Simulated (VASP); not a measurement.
# Os (Fm-3m) in VASP: settings compared

Aim: see how the results for Os move with the level of theory and the settings. Levels: BLYP, PBEsol+D3(BJ), PBEsol+D4+U. Tasks: density of states, single point.

Program: VASP 6.6.1. These are calculated values, not measurements. Logs are shortened: lines on timing, memory, paths and dates and some standing lists are left out, and cuts for length are marked.

## (1) The cell of the first run

It takes space group Fm-3m (No. 225, cubic). The conventional cell has a = 3.890 Å, b = 3.890 Å, c = 3.890 Å, α = 90.00°, β = 90.00°, γ = 90.00°. Os (site symmetry m-3m) has 12 Os at 2.75 Å within 3.6 Å.

## (2) Density of states, BLYP, non-collinear spin, zero start, spin-orbit coupling

The input, POSCAR:

```
Os
1.0
    2.7506453800      0.0000000000      0.0000000000
    1.3753226900      2.3821287759      0.0000000000
    1.3753226900      0.7940429253      2.2458925481
Os
1
Direct
    0.0000000000      0.0000000000      0.0000000000
```

The input, INCAR.step1:

```
  PREC = Accurate
  ENCUT = 520
  EDIFF = 1E-6
  ISMEAR = 1
  SIGMA = 0.1
  LREAL = False
  LASPH = True
  NELM = 150
  ALGO = Normal
  ISIF = 2
  LWAVE = False
  LCHARG = True
  MAGMOM = 0 0 0
  LSORBIT = True
  GGA_COMPAT = False
  LORBMOM = True
  LMAXMIX = 4
  GGA = B5
  ALDAX = 1.0
  AGGAX = 1.0
  AGGAC = 1.0
  ALDAC = 0.0
  NBANDS = 19
```

The input, KPOINTS.step1:

```
Automatic mesh
0
Gamma
  12 12 12
```

The input, INCAR.step2:

```
  PREC = Accurate
  ENCUT = 520
  EDIFF = 1E-6
  ISMEAR = -5
  SIGMA = 0.1
  LREAL = False
  LASPH = True
  NELM = 150
  ALGO = Normal
  ISIF = 2
  LWAVE = False
  LCHARG = False
  MAGMOM = 0 0 0
  LORBIT = 11
  LSORBIT = True
  GGA_COMPAT = False
  LORBMOM = True
  LMAXMIX = 4
  GGA = B5
  ALDAX = 1.0
  AGGAX = 1.0
  AGGAC = 1.0
  ALDAC = 0.0
  NEDOS = 2001
  ICHARG = 11
```

The input, KPOINTS.step2:

```
Automatic mesh
0
Gamma
  18 18 18
```

Potentials or basis: VASP PAW PBE potentials, release 64 (Os).

On the command line:

```bash
$ cat potpaw_PBE.64/Os/POTCAR > POTCAR
$ cp INCAR.step1 INCAR
$ cp KPOINTS.step1 KPOINTS
$ mpirun -np 1 vasp_ncl > vasp.out
$ cp INCAR.step2 INCAR
$ cp KPOINTS.step2 KPOINTS
$ mpirun -np 1 vasp_ncl > vasp.out
```

OUTCAR:

```text
PREC = Accurate
   ENCUT = 520
   EDIFF = 1E-6
   ISMEAR = -5
   LREAL = False
   LASPH = True
   NELM = 150
   ISIF = 2
   LORBIT = 11
   LSORBIT = True
   GGA = B5
   ICHARG = 11

 ion  position               nearest neighbor table
   1  0.000  0.000  0.000-

  LATTYP: Found a face centered cubic cell.
 ALAT       =     3.8900000017

  Lattice vectors:

 A1 = (   2.7506453800,   0.0000000000,   0.0000000000)
 A2 = (   1.3753226900,   2.3821287759,   0.0000000000)
 A3 = (   1.3753226900,   0.7940429253,   2.2458925481)

Analysis of symmetry for initial positions (statically):
=====================================================================
 Subroutine PRICEL returns:
 Original cell was already a primitive cell.

 Routine SETGRP: Setting up the symmetry group for a
 face centered cubic supercell.

 Subroutine GETGRP returns: Found 48 space group operations
 (whereof 48 operations were pure point group operations)
 out of a pool of 48 trial point group operations.

The static configuration has the point symmetry O_h .

Analysis of symmetry for dynamics (positions and initial velocities):
=====================================================================
 Subroutine PRICEL returns:
 Original cell was already a primitive cell.

 Routine SETGRP: Setting up the symmetry group for a
 face centered cubic supercell.

 Subroutine GETGRP returns: Found 48 space group operations
 (whereof 48 operations were pure point group operations)
 out of a pool of 48 trial point group operations.

The dynamic configuration has the point symmetry O_h .

Analysis of structural, dynamic, and magnetic symmetry:
=====================================================================
 Subroutine PRICEL returns:
 Original cell was already a primitive cell.

 Routine SETGRP: Setting up the symmetry group for a
 face centered cubic supercell.

 Subroutine GETGRP returns: Found 48 space group operations
 (whereof 48 operations were pure point group operations)
 out of a pool of 48 trial point group operations.

The overall configuration has the point symmetry O_h .

 Subroutine INISYM returns: Found 48 space group operations
 (whereof 48 operations are pure point group operations),
 and found     1 'primitive' translations

----------------------------------------------------------------------------------------

                                     Primitive cell

  volume of cell :      14.7160

  direct lattice vectors                    reciprocal lattice vectors
     2.750645380  0.000000000  0.000000000     0.363551044 -0.209896293 -0.148419092
     1.375322690  2.382128776  0.000000000     0.000000000  0.419792586 -0.148419092
     1.375322690  0.794042925  2.245892548     0.000000000  0.000000000  0.445257277

  length of vectors
     2.750645380  2.750645380  2.750645380     0.445257277  0.445257277  0.445257277

  position of ions in fractional coordinates (direct lattice)
     0.000000000  0.000000000  0.000000000

  ion indices of the primitive-cell ions
   primitive index   ion index
                 1           1

----------------------------------------------------------------------------------------

 KPOINTS: Automatic mesh

Automatic generation of k-mesh.
 Grid dimensions read from file:
 generate k-points for:   18   18   18

 Generating k-lattice:

  Cartesian coordinates                     Fractional coordinates (reciprocal lattice)
     0.020197280 -0.011660905 -0.008245505     0.055555556  0.000000000  0.000000000
     0.000000000  0.023321810 -0.008245505     0.000000000  0.055555556  0.000000000
     0.000000000  0.000000000  0.024736515     0.000000000  0.000000000  0.055555556

  Length of vectors
     0.024736515  0.024736515  0.024736515

  Shift w.r.t. Gamma in fractional coordinates (k-lattice)
     0.000000000  0.000000000  0.000000000

 TETIRR: Found    806 inequivalent tetrahedra from    34992

 Subroutine IBZKPT returns following result:
 ===========================================

[... 45 lines left out ...]
   ENCUT  =  520.0 eV  38.22 Ry    6.18 a.u.   5.11  5.11  5.11*2*pi/ulx,y,z
   NELM   =    150;   NELMIN=  2; NELMDL=  0     # of ELM steps
   EDIFF  = 0.1E-05   stopping-criterion for ELM
   LREAL  =      F    real-space projection
   EDIFFG = 0.1E-04   stopping-criterion for IOM
   NSW    =      0    number of steps for IOM
   IBRION =     -1    ionic relax: 0-MD 1-quasi-New 2-CG
   NFREE  =      0    steps in history (QN), initial steepest desc. (CG)
   ISIF   =      2    stress and relaxation
   ISYM   =      2    0-nonsym 1-usesym 2-fastsym
   POTIM  = 0.5000    time-step for ionic-motion
   TEBEG  =    0.0;   TEEND  =   0.0 temperature during run
   PSTRESS=    0.0 pullay stress
   NELECT =       8.0000    total number of electrons
   NUPDOWN=      -1.0000    fix difference up-down
   EMIN   =  10.00;   EMAX   =-10.00  energy-range for DOS
   EFERMI =   0.00;   METHOD = LEGACY
   ISMEAR =    -5;   SIGMA  =   0.10  broadening in eV -4-tet -1-fermi 0-gaus
   EFERMI_NEDOS =   21; number of points for ismear=-14 and -15
   IALGO  =     38    algorithm
   IMIX   =      4    mixing-type and parameters
     AMIX     =   0.40;   BMIX     =  1.00
     AMIX_MAG =   1.60;   BMIX_MAG =  1.00
  volume/ion in A,a.u.               =      14.72        99.31
  Fermi-wavevector in a.u.,A,eV,Ry     =   1.336109  2.524880 24.288947  1.785187
  Thomas-Fermi vector in A             =   2.464761
   LORBIT       =     11    0 simple, 1 ext, 2 COOP (PROOUT), +10 PAW based schemes
   GGA     = B5    functional components
   LHFCALC =     F    Hartree Fock is set to
   AEXX    =    0.0000 exact exchange contribution
   IVDW    =     0    specifies the selected vdW correction
   LEPSILON=     F    determine dielectric tensor
   LRPA    =     F    only Hartree local field effects (RPA)
 Fermi weights with tetrahedron method with Bloechl corrections
  energy-cutoff  :      520.00
  volume of cell :       14.72
 maximum number of plane-waves:       822

 number of electron       8.0000000 magnetization      -0.0000000     -0.0000000     -0.0000000

 Free energy of the ion-electron system (eV)
  ---------------------------------------------------
  ext. energy  EPLUGINS =         0.00000000
  ---------------------------------------------------
  free energy    TOTEN  =        -9.85523804 eV

  energy without entropy =       -9.85523804  energy(sigma->0) =       -9.85523804

 E-fermi :   9.2523     XC(G=0): -13.0555

 val. band max:        9.2497210423   @ k =   0.0556   0.0000  -0.0000
 cond. band min:       9.1968712764   @ k =   0.3333   0.2778   0.0556
 fundamental gap:     -0.0528497659
 Fermi energy:         9.2522874671

 k-point     1 :       0.0000    0.0000    0.0000
  band No.  band energies     occupation
      1      -0.9764      1.00000
      2      -0.9764      1.00000
      3       6.1052      1.00000
      4       6.1052      1.00000
      5       6.1052      1.00000
      6       6.1052      1.00000
[... 433 lines left out ...]
      3       5.5972      1.00000
      4       5.5972      1.00000
      5       6.4461      1.00000
      6       6.4461      1.00000
[... 8 lines left out ...]
     15      26.7369      0.00000
     16      26.7369      0.00000

 [... further k-points ...]

------------------------ aborting loop because EDIFF is reached ----------------------------------------

  FORCE on cell =-STRESS in cart. coord.  units (eV):
  Direction    XX          YY          ZZ          XY          YZ          ZX
  --------------------------------------------------------------------------------------
  -------------------------------------------------------------------------------------
  Total        0.8003244      0.8003244      0.8003244      0.0000000      0.0000000      0.0000000
  in kB       87.1340367     87.1340367     87.1340367      0.0000000      0.0000000      0.0000000
  external PRESSURE =      87.1340367 kB  Pullay stress =       0.0000000 kB

 VOLUME and BASIS-vectors are now :
 -----------------------------------------------------------------------------
  energy-cutoff  :      520.00
  volume of cell :       14.72
      direct lattice vectors                 reciprocal lattice vectors
     2.750645380  0.000000000  0.000000000     0.363551044 -0.209896293 -0.148419092
     1.375322690  2.382128776  0.000000000     0.000000000  0.419792586 -0.148419092
     1.375322690  0.794042925  2.245892548     0.000000000  0.000000000  0.445257277

 POSITION                                       TOTAL-FORCE (eV/Angst)
 -----------------------------------------------------------------------------------
      0.00000      0.00000      0.00000         0.000000      0.000000      0.000000
 -----------------------------------------------------------------------------------
    total drift:                               -0.000000      0.000000     -0.000000

  FREE ENERGIE OF THE ION-ELECTRON SYSTEM (eV)
  ---------------------------------------------------
  free  energy   TOTEN  =        -9.8552380400 eV

  energy  without entropy=       -9.8552380400  energy(sigma->0) =       -9.85523804

 orbital moment (x)

 # of ion     p       d       tot
 ----------------------------------------
  1        -0.000   0.000   0.000
 ----------------------------------------
           -0.000   0.000   0.000

 orbital moment (y)

 # of ion     p       d       tot
 ----------------------------------------
  1        -0.000   0.000  -0.000
 ----------------------------------------
           -0.000   0.000  -0.000

 orbital moment (z)

 # of ion     p       d       tot
 ----------------------------------------
  1         0.000   0.000   0.000
 ----------------------------------------
            0.000   0.000   0.000

 Spin-Orbit-Coupling matrix elements

 Ion:    1  E_soc:     -0.6779086
 l=   1
     0.0000000    -0.0409318    -0.0409318
    -0.0409318     0.0000000    -0.0409318
    -0.0409318    -0.0409318     0.0000000
 l=   2
     0.0000000    -0.0147250     0.0000000    -0.0147250    -0.0568041
    -0.0147250     0.0000000    -0.0426031    -0.0152489    -0.0147250
     0.0000000    -0.0426031     0.0000000    -0.0426031     0.0000000
    -0.0147250    -0.0152489    -0.0426031     0.0000000    -0.0147250
    -0.0568041    -0.0147250     0.0000000    -0.0147250     0.0000000
 l=   3
     0.0000000     0.0000000     0.0000000     0.0000000     0.0000000     0.0000000     0.0000000
     0.0000000     0.0000000     0.0000000     0.0000000     0.0000000     0.0000000     0.0000000
     0.0000000     0.0000000     0.0000000     0.0000000     0.0000000     0.0000000     0.0000000
     0.0000000     0.0000000     0.0000000     0.0000000     0.0000000     0.0000000     0.0000000
     0.0000000     0.0000000     0.0000000     0.0000000     0.0000000     0.0000000     0.0000000
     0.0000000     0.0000000     0.0000000     0.0000000     0.0000000     0.0000000     0.0000000
     0.0000000     0.0000000     0.0000000     0.0000000     0.0000000     0.0000000     0.0000000

 total charge

# of ion       s       p       d       tot
------------------------------------------
    1        0.643   0.702   6.034   7.379

 magnetization (x)

# of ion       s       p       d       tot
------------------------------------------
    1       -0.000   0.000  -0.000  -0.000

 magnetization (y)

# of ion       s       p       d       tot
------------------------------------------
    1       -0.000  -0.000  -0.000  -0.000

 magnetization (z)

# of ion       s       p       d       tot
------------------------------------------
    1        0.000   0.000   0.000   0.000
```

Run time: 56 s. Hardware: 1 thread of Intel Xeon Platinum 8488C (Sapphire Rapids), shared host; peak memory 0.2 GiB.

What came out:

* Net moment: 0.00 μB per cell
* Valence electrons inside the program's atomic spheres: Os 7.38

Moments on the atoms (μB; x, y, z):
```
Os  0.00 0.00 0.00
```

Caveat: the PAW data sets were made with another functional, which shifts forces and pressure a little.

## (3) Density of states, PBEsol+D3(BJ), collinear spin, ferromagnetic start

The input, POSCAR:

```
Os
1.0
    0.0000000000      1.9450000000      1.9450000000
    1.9450000000      0.0000000000      1.9450000000
    1.9450000000      1.9450000000      0.0000000000
Os
1
Direct
    0.0000000000      0.0000000000      0.0000000000
```

The input, INCAR.step1:

```
PREC     = Accurate       # precision mode
ENCUT    = 520            # plane-wave cutoff, eV
EDIFF    = 1E-6           # SCF threshold, eV
ISMEAR   = 0              # smearing method
SIGMA    = 0.05           # smearing width, eV
LREAL    = F              # projectors in reciprocal space
LASPH    = T              # aspherical terms in the spheres
NELM     = 150            # most SCF steps
ALGO     = Normal         # electronic algorithm
ISIF     = 2              # what is computed and relaxed
LWAVE    = F              # write WAVECAR
LCHARG   = T              # write CHGCAR
ISPIN    = 2              # spin polarisation
MAGMOM   = 1              # initial moments
LMAXMIX  = 4              # l up to which the mixer works
GGA      = PS             # functional
IVDW     = 12             # dispersion correction
NBANDS   = 14             # bands
```

KPOINTS.step1 is that of step 2.

The input, INCAR.step2:

```
PREC     = Accurate       # precision mode
ENCUT    = 520            # plane-wave cutoff, eV
EDIFF    = 1E-6           # SCF threshold, eV
ISMEAR   = -5             # smearing method
SIGMA    = 0.05           # smearing width, eV
LREAL    = F              # projectors in reciprocal space
LASPH    = T              # aspherical terms in the spheres
NELM     = 150            # most SCF steps
ALGO     = Normal         # electronic algorithm
ISIF     = 2              # what is computed and relaxed
LWAVE    = F              # write WAVECAR
LCHARG   = F              # write CHGCAR
ISPIN    = 2              # spin polarisation
MAGMOM   = 1              # initial moments
LORBIT   = 11             # projections on sites
LMAXMIX  = 4              # l up to which the mixer works
GGA      = PS             # functional
IVDW     = 12             # dispersion correction
NEDOS    = 2001           # points of the DOS
ICHARG   = 11             # starting density
```

KPOINTS.step2 is that of step 2.

Potentials or basis: VASP PAW PBE potentials, release 64 (Os).

On the command line:

```bash
$ cat potpaw_PBE.64/Os/POTCAR > POTCAR
$ cp INCAR.step1 INCAR
$ cp KPOINTS.step1 KPOINTS
$ mpirun -np 1 vasp_std > vasp.out
$ cp INCAR.step2 INCAR
$ cp KPOINTS.step2 KPOINTS
$ mpirun -np 1 vasp_std > vasp.out
```

Run time: 54 s. Hardware: 1 thread of Intel Xeon 6975P-C, shared host; peak memory 0.17 GiB.

It converged, with:

| Item | Value |
| --- | --- |
| Net moment | 0.00 μB per cell |
| Valence electrons inside the program's atomic spheres | Os 7.30 |
| Dispersion energy per atom | -0.635 eV |

Levels at points of the mesh, in eV from the Fermi level:
Spin up:
| k point | band 1 | band 2 | band 3 | band 4 | band 5 | band 6 | band 7 | band 8 |
| --- | --- | --- | --- | --- | --- | --- | --- | --- |
| (0.00, 0.00, 0.00) | -10.44 | -2.81 | -2.81 | -2.81 | 0.03 | 0.03 | 14.28 | 19.79 |
| (0.50, 0.00, 0.00) | -7.29 | -2.95 | -2.95 | -0.24 | 2.26 | 2.26 | 8.34 | 13.79 |
| (0.50, 0.50, 0.00) | -7.12 | -6.44 | 2.21 | 2.23 | 2.89 | 2.89 | 11.43 | 11.92 |
Spin down:
| k point | band 1 | band 2 | band 3 | band 4 | band 5 | band 6 | band 7 | band 8 | band 9 |
| --- | --- | --- | --- | --- | --- | --- | --- | --- | --- |
| (0.00, 0.00, 0.00) | -10.44 | -2.81 | -2.81 | -2.81 | 0.03 | 0.03 | 14.28 | 19.79 | 19.79 |
| (0.50, 0.00, 0.00) | -7.29 | -2.95 | -2.95 | -0.24 | 2.26 | 2.26 | 8.34 | 13.79 | 19.85 |
| (0.50, 0.50, 0.00) | -7.12 | -6.44 | 2.21 | 2.23 | 2.89 | 2.89 | 11.43 | 11.92 | 11.92 |

Caveat: three body term missing; the PAW data sets were made with another functional, which shifts forces and pressure a little; spin-orbit coupling is left out, which moves the levels of the heavy elements; pairwise dispersion overbinds metals, which lowers pressure and volume; tetrahedron occupations give inexact forces and stress in metals.

(Continued in part 2 of 2.)
